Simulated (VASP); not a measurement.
# C (C2/m) in VASP: further runs

C is run at these levels: PBE+D3(BJ); tasks: single point.

All numbers are computed with VASP 6.6.1; they aren't measurements. Logs are shortened: lines on timing, memory, paths and dates and some standing lists are left out, and cuts for length are marked.

### 1 The cell of the first run

The typed cell holds 4 atoms: a = 4.440 Å, b = 2.564 Å, c = 3.608 Å, α = 90.00°, β = 114.13°, γ = 90.00°.

### 2 Single point, PBE+D3(BJ) (biaxial strain in the a-b plane: +4.0 %)

INCAR reads:

```
PREC     = Accurate       # precision mode
ENCUT    = 520            # plane-wave cutoff, eV
EDIFF    = 1E-6           # SCF threshold, eV
ISMEAR   = 0              # smearing method
SIGMA    = 0.02           # smearing width, eV
LREAL    = F              # projectors in reciprocal space
LASPH    = T              # aspherical terms in the spheres
NELM     = 60             # most SCF steps
ALGO     = Normal         # electronic algorithm
ISIF     = 2              # what is computed and relaxed
LWAVE    = F              # write WAVECAR
LCHARG   = F              # write CHGCAR
GGA      = PE             # functional
IVDW     = 12             # dispersion correction
NBANDS   = 16             # bands
```

KPOINTS reads:

```
regular mesh
0
Gamma
  8 12 8
```

POSCAR reads:

```
C
1.0
    4.4401810656      0.0000000000      0.0000000000
    0.0000000000      2.5635203594      0.0000000000
   -1.4754285181      0.0000000000      3.2929708730
C
4
Direct
    0.8334064369      0.0000000000      0.0002197532
    0.6665935631      0.5000000000      0.9997802468
    0.3334064369      0.5000000000      0.0002197532
    0.1665935631      0.0000000000      0.9997802468
```

Potentials or basis: VASP PAW PBE potentials, release 64 (C).

The run is started by

```console
cat potpaw_PBE.64/C/POTCAR > POTCAR
mpirun -np 1 vasp_std > vasp.out
```

OUTCAR:

```text
PREC = Accurate
   ENCUT = 520
   EDIFF = 1E-6
   ISMEAR = 0
   LREAL = F
   LASPH = T
   NELM = 60
   ISIF = 2
   GGA = PE
   IVDW = 12
 IVDW          = 12

 ion  position               nearest neighbor table
   1  0.833  0.000  0.000-   2 1.48   2 1.48   4 1.48
   2  0.667  0.500  1.000-   1 1.48   1 1.48   3 1.48
   3  0.333  0.500  0.000-   4 1.48   4 1.48   2 1.48
   4  0.167  0.000  1.000-   3 1.48   3 1.48   1 1.48

  LATTYP: Found a simple monoclinic cell.
 ALAT       =     3.6083994350
 B/A-ratio  =     0.7104314269
 C/A-ratio  =     1.2279574416
 COS(beta)  =    -0.4046223921

  Lattice vectors:

 A1 = (  -1.4754285181,   0.0000000000,   3.2929708730)
 A2 = (   0.0000000000,   2.5635203594,   0.0000000000)
 A3 = (  -2.9647525475,   0.0000000000,  -3.2929708730)

Analysis of symmetry for initial positions (statically):
=====================================================================
 Subroutine PRICEL returns following result:

  LATTYP: Found a base centered monoclinic cell.
 ALAT       =     4.4401810656
 B/A-ratio  =     0.5773459058
 C/A-ratio  =     0.8126694343
 COS(beta)  =    -0.4088872490

  Lattice vectors:

 A1 = (   2.2200905328,  -1.2817601797,   0.0000000000)
 A2 = (   2.2200905328,   1.2817601797,   0.0000000000)
 A3 = (  -1.4754285181,   0.0000000000,   3.2929708730)

   2 primitive cells build up your supercell.

 Routine SETGRP: Setting up the symmetry group for a
 simple monoclinic supercell.

 Subroutine GETGRP returns: Found  4 space group operations
 (whereof  4 operations were pure point group operations)
 out of a pool of  4 trial point group operations.

The static configuration has the point symmetry C_2h.

Analysis of symmetry for dynamics (positions and initial velocities):
=====================================================================
 Subroutine PRICEL returns following result:

  LATTYP: Found a base centered monoclinic cell.
 ALAT       =     4.4401810656
 B/A-ratio  =     0.5773459058
 C/A-ratio  =     0.8126694343
 COS(beta)  =    -0.4088872490

  Lattice vectors:

 A1 = (   2.2200905328,  -1.2817601797,   0.0000000000)
 A2 = (   2.2200905328,   1.2817601797,   0.0000000000)
 A3 = (  -1.4754285181,   0.0000000000,   3.2929708730)

   2 primitive cells build up your supercell.

 Routine SETGRP: Setting up the symmetry group for a
 simple monoclinic supercell.

 Subroutine GETGRP returns: Found  4 space group operations
 (whereof  4 operations were pure point group operations)
 out of a pool of  4 trial point group operations.

The dynamic configuration has the point symmetry C_2h.

 Subroutine INISYM returns: Found  4 space group operations
 (whereof  4 operations are pure point group operations),
 and found     2 'primitive' translations

----------------------------------------------------------------------------------------

                                     Primitive cell

  volume of cell :      18.7411

  direct lattice vectors                    reciprocal lattice vectors
     2.220090533 -1.281760180  0.000000000     0.225216041 -0.390088573  0.100908931
     2.220090533  1.281760180  0.000000000     0.225216041  0.390088573  0.100908931
    -1.475428518  0.000000000  3.292970873     0.000000000  0.000000000  0.303677147

  length of vectors
     2.563534890  2.563534890  3.608399435     0.461599364  0.461599364  0.303677147

  position of ions in fractional coordinates (direct lattice)
     0.833406437  0.833406437  0.000219753
     0.166593563  0.166593563  0.999780247

  ion indices of the primitive-cell ions
   primitive index   ion index
                 1           1
                 2           4

----------------------------------------------------------------------------------------

 KPOINTS: regular mesh

Automatic generation of k-mesh.
 Grid dimensions read from file:
 generate k-points for:    8   12    8

 Generating k-lattice:

  Cartesian coordinates                     Fractional coordinates (reciprocal lattice)
     0.028152005  0.000000000  0.012613616     0.125000000  0.000000000  0.000000000
     0.000000000  0.032507381  0.000000000     0.000000000  0.083333333  0.000000000
     0.000000000  0.000000000  0.037959643     0.000000000  0.000000000  0.125000000

  Length of vectors
     0.030848642  0.032507381  0.037959643

  Shift w.r.t. Gamma in fractional coordinates (k-lattice)
     0.000000000  0.000000000  0.000000000

 Subroutine IBZKPT returns following result:
 ===========================================

 Found    238 irreducible k-points:

 Following reciprocal coordinates:
            Coordinates               Weight
  0.000000  0.000000  0.000000      1.000000
  0.125000  0.000000  0.000000      2.000000
  0.250000  0.000000  0.000000      2.000000
  0.375000  0.000000 -0.000000      2.000000
  0.500000  0.000000  0.000000      1.000000
  0.000000  0.083333  0.000000      2.000000
[... 16 lines left out ...]
  0.250000  0.333333  0.000000      4.000000
  0.375000  0.333333 -0.000000      4.000000
 [... further k-points ...]
   k-points           NKPTS =    238   k-points in BZ     NKDIM =    238   number of bands    NBANDS=     16
   number of dos      NEDOS =    301   number of ions     NIONS =      4
   total plane-waves  NPLWV =  20160
   dimension x,y,z NGX =    36 NGY =   20 NGZ =   28
   dimension x,y,z NGXF=    72 NGYF=   40 NGZF=   56
   ions per type =               4
   NGX,Y,Z   is equivalent  to a cutoff of  13.48, 12.97, 12.90 a.u.
   NGXF,Y,Z  is equivalent  to a cutoff of  26.96, 25.94, 25.80 a.u.
 SYSTEM =  unknown system
   PREC   = accura    normal or accurate (medium, high low for compatibility)
   ISTART =      0    job   : 0-new  1-cont  2-samecut
   ICHARG =      2    charge: 1-file 2-atom 10-const
   ISPIN  =      1    spin polarized calculation?
   LNONCOLLINEAR =      F non collinear calculations
   LSORBIT =      F    spin-orbit coupling
   LASPH  =      T    aspherical Exc in radial PAW
   ENCUT  =  520.0 eV  38.22 Ry    6.18 a.u.   8.26  4.77  6.71*2*pi/ulx,y,z
   NELM   =     60;   NELMIN=  2; NELMDL= -5     # of ELM steps
   EDIFF  = 0.1E-05   stopping-criterion for ELM
   LREAL  =      F    real-space projection
   EDIFFG = 0.1E-04   stopping-criterion for IOM
   NSW    =      0    number of steps for IOM
   IBRION =     -1    ionic relax: 0-MD 1-quasi-New 2-CG
   NFREE  =      0    steps in history (QN), initial steepest desc. (CG)
   ISIF   =      2    stress and relaxation
   ISYM   =      2    0-nonsym 1-usesym 2-fastsym
   POTIM  = 0.5000    time-step for ionic-motion
   TEBEG  =    0.0;   TEEND  =   0.0 temperature during run
   PSTRESS=    0.0 pullay stress
   NELECT =      16.0000    total number of electrons
   NUPDOWN=      -1.0000    fix difference up-down
   EMIN   =  10.00;   EMAX   =-10.00  energy-range for DOS
   EFERMI =   0.00;   METHOD = LEGACY
   ISMEAR =     0;   SIGMA  =   0.02  broadening in eV -4-tet -1-fermi 0-gaus
   EFERMI_NEDOS =   21; number of points for ismear=-14 and -15
   IALGO  =     38    algorithm
   IMIX   =      4    mixing-type and parameters
     AMIX     =   0.40;   BMIX     =  1.00
     AMIX_MAG =   1.60;   BMIX_MAG =  1.00
  volume/ion in A,a.u.               =       9.37        63.24
  Fermi-wavevector in a.u.,A,eV,Ry     =   1.232650  2.329370 20.673040  1.519426
  Thomas-Fermi vector in A             =   2.367411
   LORBIT       =      0    0 simple, 1 ext, 2 COOP (PROOUT), +10 PAW based schemes
   GGA     = PE    functional components
   LHFCALC =     F    Hartree Fock is set to
   AEXX    =    0.0000 exact exchange contribution
   IVDW    =    12    specifies the selected vdW correction
   LEPSILON=     F    determine dielectric tensor
   LRPA    =     F    only Hartree local field effects (RPA)
 non-spin polarized calculation
 Gauss-broadening in eV      SIGMA  =   0.02
  energy-cutoff  :      520.00
  volume of cell :       37.48
 maximum number of plane-waves:      1029
 NGX is ok and might be reduce to    36
   NGX = 17   NGY =  9   NGZ = 13

 number of electron      16.0000000 magnetization

 Free energy of the ion-electron system (eV)
  ---------------------------------------------------
  ext. energy  EPLUGINS =         0.00000000
  ---------------------------------------------------
  free energy    TOTEN  =       -36.45334139 eV

  energy without entropy =      -36.45334139  energy(sigma->0) =      -36.45334139

 E-fermi :   3.9496     XC(G=0): -10.2097

 val. band max:        3.7747901825   @ k =   0.0000   0.3333   0.0000
 cond. band min:       4.5302387052   @ k =   0.0000   0.3333   0.3750
 fundamental gap:      0.7554485227
 Fermi energy:         3.9495976508

 k-point     1 :       0.0000    0.0000    0.0000
  band No.  band energies     occupation
      1     -14.6091      2.00000
      2      -9.6212      2.00000
      3      -8.2920      2.00000
      4      -1.9495      2.00000
      5      -1.4780      2.00000
      6       1.1309      2.00000
[... 8 lines left out ...]
     15      14.2637      0.00000
     16      17.0433      0.00000

 k-point     2 :       0.1250    0.0000    0.0000
  band No.  band energies     occupation
      1     -14.5163      2.00000
      2     -10.3685      2.00000
      3      -7.4263      2.00000
      4      -1.8650      2.00000
      5      -1.4312      2.00000
      6       0.7748      2.00000
[... 8 lines left out ...]
     15      14.4587      0.00000
     16      16.3745      0.00000

 k-point     3 :       0.2500    0.0000    0.0000
  band No.  band energies     occupation
      1     -14.2394      2.00000
      2     -11.4115      2.00000
      3      -6.0338      2.00000
      4      -1.6159      2.00000
      5      -1.2838      2.00000
      6      -0.1774      2.00000
[... 8 lines left out ...]
     15      14.9896      0.00000
     16      15.1219      0.00000

 k-point     4 :       0.3750    0.0000   -0.0000
  band No.  band energies     occupation
      1     -13.7818      2.00000
      2     -12.3543      2.00000
      3      -4.5267      2.00000
      4      -1.4956      2.00000
      5      -1.2158      2.00000
      6      -1.0180      2.00000
[... 8 lines left out ...]
     15      14.5709      0.00000
     16      16.2306      0.00000

 k-point     5 :       0.5000    0.0000    0.0000
  band No.  band energies     occupation
      1     -13.1500      2.00000
      2     -13.1500      2.00000
      3      -2.9866      2.00000
      4      -2.9866      2.00000
      5      -0.6920      2.00000
      6      -0.6920      2.00000
[... 8 lines left out ...]
     15      16.3069      0.00000
     16      16.3069      0.00000

 k-point     6 :       0.0000    0.0833    0.0000
  band No.  band energies     occupation
      1     -14.4931      2.00000
      2      -9.5200      2.00000
      3      -8.2075      2.00000
      4      -2.4542      2.00000
      5      -1.3518      2.00000
      6       0.6648      2.00000
[... 8 lines left out ...]
     15      14.5324      0.00000
     16      16.6851      0.00000
[... 267 lines left out ...]
 k-point    21 :       0.0000    0.3333    0.0000
  band No.  band energies     occupation
      1     -12.7763      2.00000
      2      -8.1330      2.00000
      3      -8.0105      2.00000
      4      -5.5499      2.00000
      5      -3.3917      2.00000
      6      -1.8732      2.00000
[... 8 lines left out ...]
     15      15.7366      0.00000
     16      17.3792      0.00000

 k-point    22 :       0.1250    0.3333    0.0000
  band No.  band energies     occupation
      1     -12.6867      2.00000
      2      -8.8669      2.00000
      3      -7.5557      2.00000
      4      -5.1043      2.00000
      5      -3.8153      2.00000
      6      -1.5873      2.00000
[... 8 lines left out ...]
     15      15.7073      0.00000
     16      16.4509      0.00000

 k-point    23 :       0.2500    0.3333    0.0000
  band No.  band energies     occupation
      1     -12.4196      2.00000
      2      -9.7718      2.00000
      3      -7.1607      2.00000
      4      -4.5946      2.00000
      5      -4.1151      2.00000
      6      -1.2798      2.00000
[... 8 lines left out ...]
     15      16.5751      0.00000
     16      17.4915      0.00000

 k-point    24 :       0.3750    0.3333   -0.0000
  band No.  band energies     occupation
      1     -11.9805      2.00000
      2     -10.6322      2.00000
      3      -6.6918      2.00000
      4      -5.3878      2.00000
      5      -3.0028      2.00000
      6      -1.3984      2.00000
[... 8 lines left out ...]
     15      16.9401      0.00000
     16      18.2749      0.00000

 [... further k-points ...]

------------------------ aborting loop because EDIFF is reached ----------------------------------------

 Edisp (eV)   -0.61532

 E8    (eV) :    -0.1750

  FORCE on cell =-STRESS in cart. coord.  units (eV):
  Direction    XX          YY          ZZ          XY          YZ          ZX
  --------------------------------------------------------------------------------------
  -------------------------------------------------------------------------------------
  Total     -10.00636    -9.99569     0.23551     0.00000     0.00000    -0.00364
  in kB    -427.72159  -427.26581    10.06681     0.00000     0.00000    -0.15550
  external pressure =     -281.64 kB  Pullay stress =        0.00 kB

 VOLUME and BASIS-vectors are now :
 -----------------------------------------------------------------------------
  energy-cutoff  :      520.00
  volume of cell :       37.48
      direct lattice vectors                 reciprocal lattice vectors
     4.440181066  0.000000000  0.000000000     0.225216041  0.000000000  0.100908931
     0.000000000  2.563520359  0.000000000     0.000000000  0.390088573  0.000000000
    -1.475428518  0.000000000  3.292970873     0.000000000  0.000000000  0.303677147

 POSITION                                       TOTAL-FORCE (eV/Angst)
 -----------------------------------------------------------------------------------
      3.70015      0.00000      0.00072         0.003014      0.000000      0.009564
      1.48469      1.28176      3.29225        -0.003014     -0.000000     -0.009564
      1.48006      1.28176      0.00072         0.003014      0.000000      0.009564
     -0.73540      0.00000      3.29225        -0.003014     -0.000000     -0.009564
 -----------------------------------------------------------------------------------
    total drift:                               -0.000000      0.000000      0.000000

  FREE ENERGIE OF THE ION-ELECTRON SYSTEM (eV)
  ---------------------------------------------------
  free  energy   TOTEN  =       -37.0686622729 eV

  energy  without entropy=      -37.0686622729  energy(sigma->0) =      -37.06866227
```

Run time: 41 s. Hardware: 1 thread of Intel Xeon 6975P-C (Granite Rapids), shared host; peak memory 0.23 GiB.

What came out:

```
Free energy                : -37.0687 eV
Pressure                   : -28.2 GPa
Largest force              : 0.010 eV/Å
Band gap on the k mesh     : 0.76 eV
Dispersion energy per atom : -0.154 eV
```

Forces in eV/Å, atoms in the order of the input:
```
C    0.003  0.000  0.010
C   -0.003  0.000 -0.010
C    0.003  0.000  0.010
C   -0.003  0.000 -0.010
```

Caveat: the cell differs from its parent crystal (biaxial strain in the a-b plane: +4.0 %). A k mesh can miss the band edges.

(Part 1 of 2 ends here.)
